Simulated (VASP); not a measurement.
# CrPd2 (Fd-3m) in VASP: further runs

Runs on CrPd2. Level: PBE. Tasks: single point, relaxation of cell and atoms.

All numbers are computed with VASP 6.6.1; they aren't measurements. Logs are shortened: lines on timing, memory, paths and dates and some standing lists are left out, and cuts for length are marked.

### Step 1. The cell of the first run

It takes space group Fd-3m (No. 227, cubic). The conventional cell has a = 7.364 Å, b = 7.364 Å, c = 7.364 Å, α = 90.00°, β = 90.00°, γ = 90.00°. Cr (site symmetry -43m) has 12 Pd at 3.05 Å and 4 Cr at 3.19 Å within 4.0 Å. Pd (site symmetry -3m) has 6 Pd at 2.60 Å and 6 Cr at 3.05 Å within 3.4 Å.

### Step 2. Single point, PBE, collinear spin, ferromagnetic start

INCAR

```
SYSTEM = CrPd2
ALGO = Fast
EDIFF = 1E-6
ENCUT = 520
GGA = PE
ISIF = 2
ISMEAR = 0
ISPIN = 2
LASPH = .TRUE.
LCHARG = .FALSE.
LMAXMIX = 4
LORBIT = 11
LREAL = .FALSE.
LWAVE = .FALSE.
MAGMOM = 3.71 3.71 0 0 0 0
NBANDS = 45
NELM = 150
PREC = Accurate
SIGMA = 0.1
```

KPOINTS

```
k-points
0
G
  4 4 4
  0 0 0
```

POSCAR

```
CrPd2
1.0
    0.0000000000      3.6821107763      3.6821107763
    3.6821107763      0.0000000000      3.6821107763
    3.6821107763      3.6821107763      0.0000000000
Cr Pd
2 4
Direct
    0.0000000000      0.0000000000      0.0000000000
    0.2500000000      0.2500000000      0.2500000000
    0.6250000000      0.6250000000      0.6250000000
    0.1250000000      0.6250000000      0.6250000000
    0.6250000000      0.6250000000      0.1250000000
    0.6250000000      0.1250000000      0.6250000000
```

Potentials or basis: VASP PAW PBE potentials, release 64 (Cr_pv, Pd).

Run with:

```console
cat potpaw_PBE.64/Cr_pv/POTCAR potpaw_PBE.64/Pd/POTCAR > POTCAR
mpirun -np 1 vasp_std > vasp.out
```

OUTCAR:

```text
SYSTEM = CrPd2
   EDIFF = 1E-6
   ENCUT = 520
   GGA = PE
   ISIF = 2
   ISMEAR = 0
   ISPIN = 2
   LASPH = .TRUE.
   LORBIT = 11
   LREAL = .FALSE.
   NELM = 150
   PREC = Accurate

 ion  position               nearest neighbor table
   1  0.000  0.000  0.000-   3 3.05   5 3.05   6 3.05   3 3.05   4 3.05   5 3.05   3 3.05   4 3.05
                             6 3.05   4 3.05   5 3.05   6 3.05
   2  0.250  0.250  0.250-   4 3.05   5 3.05   6 3.05   3 3.05   4 3.05   6 3.05   3 3.05   4 3.05
                             5 3.05   3 3.05   5 3.05   6 3.05
   3  0.625  0.625  0.625-   4 2.60   5 2.60   6 2.60   5 2.60   6 2.60   4 2.60   1 3.05   2 3.05
                             1 3.05   2 3.05   1 3.05   2 3.05
   4  0.125  0.625  0.625-   3 2.60   5 2.60   6 2.60   3 2.60   5 2.60   6 2.60   2 3.05   1 3.05
                             1 3.05   2 3.05   2 3.05   1 3.05
   5  0.625  0.625  0.125-   3 2.60   3 2.60   4 2.60   6 2.60   6 2.60   4 2.60   1 3.05   2 3.05
                             1 3.05   2 3.05   1 3.05   2 3.05
   6  0.625  0.125  0.625-   3 2.60   5 2.60   3 2.60   4 2.60   5 2.60   4 2.60   2 3.05   1 3.05
                             2 3.05   2 3.05   1 3.05   1 3.05

  LATTYP: Found a face centered cubic cell.
 ALAT       =     7.3642215526

  Lattice vectors:

 A1 = (   0.0000000000,   3.6821107763,   3.6821107763)
 A2 = (   3.6821107763,   0.0000000000,   3.6821107763)
 A3 = (   3.6821107763,   3.6821107763,   0.0000000000)

Analysis of symmetry for initial positions (statically):
=====================================================================
 Subroutine PRICEL returns:
 Original cell was already a primitive cell.

 Routine SETGRP: Setting up the symmetry group for a
 face centered cubic supercell.

 Subroutine GETGRP returns: Found 48 space group operations
 (whereof 24 operations were pure point group operations)
 out of a pool of 48 trial point group operations.

The static configuration has the point symmetry T_d .
 The point group associated with its full space group is O_h .

Analysis of symmetry for dynamics (positions and initial velocities):
=====================================================================
 Subroutine PRICEL returns:
 Original cell was already a primitive cell.

 Routine SETGRP: Setting up the symmetry group for a
 face centered cubic supercell.

 Subroutine GETGRP returns: Found 48 space group operations
 (whereof 24 operations were pure point group operations)
 out of a pool of 48 trial point group operations.

The dynamic configuration has the point symmetry T_d .
 The point group associated with its full space group is O_h .

Analysis of structural, dynamic, and magnetic symmetry:
[... 146 lines left out ...]
  ---------------------------------------------------
  ext. energy  EPLUGINS =         0.00000000
  ---------------------------------------------------
  free energy    TOTEN  =       -38.35674055 eV

  energy without entropy =      -38.31394496  energy(sigma->0) =      -38.33534275

 E-fermi :   7.9978     XC(G=0): -12.0421

 val. band max:        7.9957132320   @ k =   0.0000   0.0000   0.0000
 cond. band min:       8.0354122154   @ k =   0.2500   0.2500   0.0000
 fundamental gap:      0.0396989834
 Fermi energy:         7.9977829031

 spin component 1

 k-point     1 :       0.0000    0.0000    0.0000
  band No.  band energies     occupation
      1     -35.8912      1.00000
      2     -35.8912      1.00000
      3     -35.8912      1.00000
      4     -35.8665      1.00000
      5     -35.8665      1.00000
      6     -35.8665      1.00000
[... 365 lines left out ...]
     43      14.2076      0.00000
     44      14.5393      0.00000
 Fermi energy:         7.9977829031

 spin component 2

 k-point     1 :       0.0000    0.0000    0.0000
  band No.  band energies     occupation
      1     -32.1751      1.00000
      2     -32.1751      1.00000
      3     -32.1751      1.00000
      4     -32.1478      1.00000
      5     -32.1478      1.00000
      6     -32.1478      1.00000
[... 365 lines left out ...]
     43      15.6512      0.00000
     44      15.6512      0.00000
 [bands above 44 left out]

------------------------ aborting loop because EDIFF is reached ----------------------------------------

  FORCE on cell =-STRESS in cart. coord.  units (eV):
  Direction    XX          YY          ZZ          XY          YZ          ZX
  --------------------------------------------------------------------------------------
  -------------------------------------------------------------------------------------
  Total       -0.1201495     -0.1201495     -0.1201495      0.0000000     -0.0000000     -0.0000000
  in kB       -1.9280225     -1.9280225     -1.9280225      0.0000000     -0.0000000     -0.0000000
  external PRESSURE =      -1.9280225 kB  Pullay stress =       0.0000000 kB

 VOLUME and BASIS-vectors are now :
 -----------------------------------------------------------------------------
  energy-cutoff  :      520.00
  volume of cell :       99.84
      direct lattice vectors                 reciprocal lattice vectors
     0.000000000  3.682110776  3.682110776    -0.135791678  0.135791678  0.135791678
     3.682110776  0.000000000  3.682110776     0.135791678 -0.135791678  0.135791678
     3.682110776  3.682110776  0.000000000     0.135791678  0.135791678 -0.135791678

 POSITION                                       TOTAL-FORCE (eV/Angst)
 -----------------------------------------------------------------------------------
      0.00000      0.00000      0.00000        -0.000000     -0.000000     -0.000000
      1.84106      1.84106      1.84106         0.000000      0.000000      0.000000
      4.60264      4.60264      4.60264         0.000000      0.000000     -0.000000
      4.60264      2.76158      2.76158         0.000000      0.000000     -0.000000
      2.76158      2.76158      4.60264         0.000000      0.000000     -0.000000
      2.76158      4.60264      2.76158         0.000000      0.000000     -0.000000
 -----------------------------------------------------------------------------------
    total drift:                                0.000000      0.000000      0.000000

  FREE ENERGIE OF THE ION-ELECTRON SYSTEM (eV)
  ---------------------------------------------------
  free  energy   TOTEN  =       -38.3567405495 eV

  energy  without entropy=      -38.3139449568  energy(sigma->0) =      -38.33534275

 total charge

# of ion       s       p       d       tot
------------------------------------------
    1        0.217   6.128   4.024  10.368
    2        0.217   6.128   4.024  10.368
    3        0.547   0.494   8.502   9.542
    4        0.547   0.494   8.502   9.542
    5        0.547   0.494   8.502   9.542
    6        0.547   0.494   8.502   9.542
--------------------------------------------------
tot          2.621  14.230  42.054  58.905

 magnetization (x)

# of ion       s       p       d       tot
------------------------------------------
    1        0.042   0.033   3.614   3.688
    2        0.042   0.033   3.614   3.688
    3       -0.037  -0.003   0.055   0.015
    4       -0.037  -0.003   0.055   0.015
    5       -0.037  -0.003   0.055   0.015
    6       -0.037  -0.003   0.055   0.015
--------------------------------------------------
tot         -0.064   0.052   7.447   7.435
```

Run time: 1.8 min. Hardware: 1 thread of Intel Xeon Platinum 8259CL at 2.50GHz (Skylake/Cascade Lake), shared host; peak memory 0.31 GiB.

What came out:

| Item | Value |
| --- | --- |
| Free energy | -38.3567 eV |
| Pressure | -0.2 GPa |
| Net moment | 8.23 μB per cell |
| Site moments | Cr +3.69; Pd +0.01 μB |
| Valence electrons inside the program's atomic spheres | Cr 10.37; Pd 9.54 |

Levels at points of the mesh, in eV from the Fermi level:
Spin up:
| k point | band 33 | band 34 | band 35 | band 36 | band 37 | band 38 | band 39 | band 40 |
| --- | --- | --- | --- | --- | --- | --- | --- | --- |
| (0.00, 0.00, 0.00) | 0.00 | 0.00 | 0.52 | 0.52 | 0.52 | 1.97 | 3.11 | 3.11 |
| (0.50, 0.00, 0.00) | -0.54 | -0.10 | -0.10 | -0.03 | -0.03 | 0.52 | 2.49 | 2.65 |
| (0.50, 0.50, 0.00) | -0.27 | -0.27 | -0.18 | -0.18 | -0.18 | -0.18 | 1.95 | 1.95 |
Spin down:
```tsv
k point	band 25	band 26	band 27	band 28	band 29	band 30	band 31	band 32
(0.00, 0.00, 0.00)	0.53	0.53	0.53	0.71	0.71	0.71	0.79	0.79
(0.50, 0.00, 0.00)	-1.34	-1.12	-1.12	0.53	1.66	1.66	1.71	1.71
(0.50, 0.50, 0.00)	-1.29	-1.29	-1.21	-1.21	0.70	0.70	2.11	2.11
```

Caveat: the k points lie up to 0.37 Å⁻¹ apart.

### Step 3. Relaxation of cell and atoms, PBE, collinear spin, ferromagnetic start

This run uses another cell than the first one, of 13.52 Å³/atom.

INCAR

```
SYSTEM = CrPd2
  ALGO = Normal
  EDIFF = 1E-6
  EDIFFG = -0.04
  ENCUT = 600
  GGA = PE
  IBRION = 2
  ISIF = 3
  ISMEAR = 0
  ISPIN = 2
  LASPH = .True.
  LCHARG = .False.
  LMAXMIX = 4
  LORBIT = 11
  LREAL = .False.
  LWAVE = .False.
  MAGMOM = 3.71 3.71 0 0 0 0
  NELM = 150
  NSW = 90
  PREC = Accurate
  SIGMA = 0.1
```

KPOINTS

```
k-points
0
Gamma
  4 4 4
  0 0 0
```

POSCAR, as its differences from that of step 2:

```diff
@@ -2,5 +2,5 @@
 1.0
-    0.0000000000      3.6821107763      3.6821107763
-    3.6821107763      0.0000000000      3.6821107763
-    3.6821107763      3.6821107763      0.0000000000
+    0.0000000000      3.4361334016      3.4361334016
+    3.4361334016      0.0000000000      3.4361334016
+    3.4361334016      3.4361334016      0.0000000000
 Cr Pd
```

Potentials or basis: VASP PAW PBE potentials, release 64 (Cr_pv, Pd).

Run with:

```console
cat potpaw_PBE.64/Cr_pv/POTCAR potpaw_PBE.64/Pd/POTCAR > POTCAR
mpirun -np 1 vasp_std > vasp.out
```

It took 21 min on 1 thread of Intel Xeon Platinum 8259CL at 2.50GHz (Skylake/Cascade Lake), shared host; peak memory 0.33 GiB.

Results (log left out):

```
Free energy                                           : -36.0125 eV
Relaxed volume                                        : 15.34 Å³/atom
Relaxed cell                                          : a = 5.068 Å, b = 5.068 Å, c = 5.068 Å, α = 60.00°, β = 60.00°, γ = 60.00°
Space group after relaxing (to 0.1 Å)                 : Fd-3m (No. 227)
Pressure after relaxing                               : -0.1 GPa
Band gap on the k mesh                                : zero (filled and empty bands overlap)
Net moment                                            : 0.00 μB per cell
Valence electrons inside the program's atomic spheres : Cr 10.37; Pd 9.67
```

Final structure:
```
Cr Pd
1.0
     0.00000    3.58392    3.58392
     3.58392    0.00000    3.58392
     3.58392    3.58392    0.00000
Cr Pd
2 4
Direct
  0.00000 0.00000 0.00000
  0.25000 0.25000 0.25000
  0.62500 0.62500 0.62500
  0.12500 0.62500 0.62500
  0.62500 0.62500 0.12500
  0.62500 0.12500 0.62500
```

Levels at points of the mesh, in eV from the Fermi level:
Spin up:
| k point | band 29 | band 30 | band 31 | band 32 | band 33 | band 34 | band 35 | band 36 |
| --- | --- | --- | --- | --- | --- | --- | --- | --- |
| (0.00, 0.00, 0.00) | -0.80 | -0.01 | -0.01 | -0.01 | 0.45 | 0.45 | 0.45 | 0.72 |
| (0.50, 0.00, 0.00) | -0.62 | -0.22 | -0.22 | 0.07 | 0.13 | 0.36 | 0.36 | 0.45 |
| (0.50, 0.50, 0.00) | -0.70 | -0.70 | -0.10 | -0.10 | 0.33 | 0.33 | 0.56 | 0.56 |
Spin down:
```tsv
k point	band 30	band 31	band 32	band 33	band 34	band 35
(0.00, 0.00, 0.00)	-0.01	-0.01	-0.01	0.45	0.45	0.45
(0.50, 0.00, 0.00)	-0.22	-0.22	0.07	0.13	0.36	0.36
(0.50, 0.50, 0.00)	-0.70	-0.10	-0.10	0.33	0.33	0.56
```

Caveat: the k points lie up to 0.38 Å⁻¹ apart in the final cell.
